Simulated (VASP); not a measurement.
SiC: single point with PBE

The system is SiC.

```
CELL_PARAMETERS angstrom
0.00000 2.17700 2.17700
2.17700 0.00000 2.17700
2.17700 2.17700 0.00000
ATOMIC_POSITIONS crystal
Si 0.25000 0.25000 0.25000
C 0.00000 0.00000 0.00000
```

| Property | Result |
| --- | --- |
| Program | VASP 6.6.1 |
| Task | single point |
| Functional | PBE |
| Potentials or basis | VASP PAW PBE potentials, release 64 (Si, C) |
| Cutoff | 600 eV |
| k mesh | 9 × 9 × 9 |
| Occupations | gaussian, width 0.01 eV |
| Spin | no spin polarisation |

```yaml
Pressure: 3.7 GPa
Band_gap_on_the_k_mesh: 1.50 eV, indirect (least direct gap 4.62 eV)
```

Levels at points of the mesh, in eV from the valence-band top:
| k point | band 1 | band 2 | band 3 | band 4 | band 5 | band 6 | band 7 | band 8 | band 9 |
| --- | --- | --- | --- | --- | --- | --- | --- | --- | --- |
| (0.00, 0.00, 0.00) | -15.42 | 0.00 | 0.00 | 0.00 | 6.27 | 7.33 | 7.33 | 7.33 | 14.52 |

It took 15 s on 1 thread of AMD EPYC 9R45 (Zen 5), on a shared host, peak memory 0.11 GiB.

A k mesh can miss the band edges. As with any semilocal functional, this PBE gap is likely too small.
